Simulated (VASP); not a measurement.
Write the native input for VASP 6.6.1 that does the following.

- Task: single point
- Functional: PBE
- Potentials or basis: VASP PAW PBE potentials, release 64 (La, O, C)
- Cutoff: 520 eV
- k mesh: 1 × 1 × 1
- Occupations: fermi-dirac, width 0.01 eV
- Spin: no spin polarisation
- Dipole correction: no
- Further INCAR settings: LREAL = Auto; ALGO = Normal; EDIFF = 1e-06; NBANDS = 188

The structure of La16CO24 (a cell with a defect) (C interstitial hop between voids) lies in POSCAR:

```
La16CO24
1.0
    7.8811453700     -0.0000000600      0.0000000000
   -3.9405726400      6.8252721300      0.0000000000
    0.0000000000      0.0000000000     12.3757188400
La O C
16 24 1
Direct
    0.3350173269      0.1527347189      0.3919183251
    0.1516528098      0.3555452388      0.0905400336
    0.3326041369      0.1588922755      0.8780146140
    0.1625563638      0.3316531512      0.6158463277
    0.3270243552      0.6388389996      0.3671369767
    0.1440549433      0.8334958519      0.1401693124
    0.3452464016      0.6832479250      0.8778891263
    0.1748670519      0.8345029915      0.6262901655
    0.8484482095      0.1700358651      0.3681703713
    0.6648553237      0.3536266385      0.1320540666
    0.8148631820      0.1553201145      0.8737255702
    0.6581872390      0.3220098771      0.6243449855
    0.8357840572      0.6689148745      0.3926807051
    0.6813465628      0.8446275740      0.1322024216
    0.8299142459      0.6688129005      0.8909719219
    0.6574532978      0.8340130519      0.6188509208
    0.3281599268      0.1886771685      0.1739696116
    0.1862370889      0.3140709953      0.2878263514
   -0.0312983385     -0.0391074520      0.0009720647
    0.3266342416      0.1657659941      0.6874280282
    0.1607964213      0.3371616495      0.8819625059
    0.0214413633      0.0432154199      0.4948232163
    0.3319893994      0.6794039756      0.1686291542
    0.1672335512      0.8116693231      0.3406234462
   -0.0276714624      0.5282352014      0.0174987007
    0.3281433552      0.6597742821      0.6873242767
    0.1566714640      0.8287398512      0.8153086807
    0.0262445418      0.4594350147      0.4875930100
    0.8165478025      0.1794371017      0.1702376264
    0.6688451329      0.3331786626      0.3386033615
    0.4997315123      0.0060891389     -0.0223879521
    0.8331025458      0.1671133441      0.6855516120
    0.6666905799      0.3424130197      0.8140698840
    0.4951589946     -0.0018202894      0.5209313563
    0.8250247159      0.6647563589      0.2011660924
    0.6621081178      0.8335401038      0.3355086726
    0.5417001350      0.5422185317      0.0056052502
    0.8349079367      0.6632601549      0.6074856012
    0.6696195849      0.8279475063      0.8083909411
    0.4529347583      0.4774658014      0.4973810475
    0.1445121828      0.1371964357      0.2298235793
```

These files were run (other wordings do the same):

INCAR

```
SYSTEM = La16CO24
PREC = Accurate ; ENCUT = 520
EDIFF = 1E-6 ; ISMEAR = -1
SIGMA = 0.01 ; LREAL = Auto
LASPH = .TRUE. ; NELM = 60
ALGO = Normal ; ISIF = 2
LWAVE = .FALSE. ; LCHARG = .FALSE.
GGA = PE ; NBANDS = 188
```

KPOINTS

```
regular mesh
0
G
  1 1 1
  0 0 0
```

Potentials or basis: VASP PAW PBE potentials, release 64 (La, O, C).

Command:

```bash
$ cat potpaw_PBE.64/La/POTCAR potpaw_PBE.64/O/POTCAR potpaw_PBE.64/C/POTCAR > POTCAR
$ mpirun -np 1 vasp_gam > vasp.out
```

It gave:

```
Pressure               : 3.7 GPa
Largest force          : 0.372 eV/Å
Band gap on the k mesh : 1.48 eV
```

Caveat: the k points lie up to 0.92 Å⁻¹ apart; spin-orbit coupling is left out, which moves the levels of the heavy elements.

Wall time 4.8 min on 1 thread of Intel(R) Xeon(R) 6975P-C (Granite Rapids), with other jobs on the host, peak memory 0.72 GiB.
